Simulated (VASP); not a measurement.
Rb2PtO6, 9 atoms in the cell. The typed cell holds 9 atoms: a = 5.864 Å, b = 5.755 Å, c = 6.024 Å, α = 64.50°, β = 63.47°, γ = 64.86°. 

| Quantity | Value |
| --- | --- |
| Program | VASP 6.6.1 |
| Task | single point |
| Functional | r2SCAN |
| Potentials or basis | VASP PAW PBE potentials, release 64 (Rb_sv, O, Pt) |
| Cutoff | 520 eV |
| k mesh | 4 × 4 × 4, shifted |
| Occupations | fermi-dirac, width 0.1 eV |
| Spin | no spin polarisation |
| Dipole correction | no |
| Further INCAR settings | ALGO = Normal; EDIFF = 1e-06 |

Potentials or basis: VASP PAW PBE potentials, release 64 (Rb_sv, O, Pt).

The run is started by

```bash
$ cat potpaw_PBE.64/Rb_sv/POTCAR potpaw_PBE.64/O/POTCAR potpaw_PBE.64/Pt/POTCAR > POTCAR
$ cp INCAR.step1 INCAR
$ mpirun -np 1 vasp_std > vasp.out
$ cp INCAR.step2 INCAR
$ mpirun -np 1 vasp_std > vasp.out
```

Hardware: 1 thread of Intel(R) Xeon(R) 6975P-C (Granite Rapids), on a shared host.

**Question.** How long does it take, and how much memory?

**Answer.** Wall time 9.6 min on 1 thread of Intel(R) Xeon(R) 6975P-C (Granite Rapids) (shared host), peak memory 0.45 GiB. Counts: k points 32.
